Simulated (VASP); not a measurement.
# InSb: single point with PBE+D3(BJ)

The system is InSb.

```
In Sb
1.0
     0.00000    3.31661    3.31661
     3.31661    0.00000    3.31661
     3.31661    3.31661    0.00000
In Sb
1 1
Direct
  0.00000 0.00000 0.00000
  0.25000 0.25000 0.25000
```

```json
{"Program": "VASP 6.6.1", "Task": "single point", "Functional": "PBE", "Dispersion": "D3(BJ)", "Potentials or basis": "VASP PAW PBE potentials, release 64 (In_d, Sb)", "Cutoff": "520 eV", "k mesh": "1 × 1 × 1, shifted", "Occupations": "gaussian, width 0.1 eV", "Spin": "no spin polarisation"}
```

```
Pressure                   : -6.5 GPa
Band gap on the k mesh     : 3.45 eV
Dispersion energy per atom : -0.307 eV
```

Levels at points of the mesh, in eV from the valence-band top:
```
           k point  band 6  band 7  band 8  band 9  band 10  band 11  band 12  band 13
(0.50, 0.50, 0.00)   -6.56   -3.54    0.00    0.00     3.45     3.59     9.78     9.78
```

Run time: 7.4 s on 1 thread of Intel Xeon 6975P-C (shared host), peak memory 0.2 GiB.

Caveat: the k points lie up to 1.64 Å⁻¹ apart; three body term missing; spin-orbit coupling is left out, which moves the levels of the heavy elements. A hybrid or GW would open this gap; PBE tends to underestimate it.
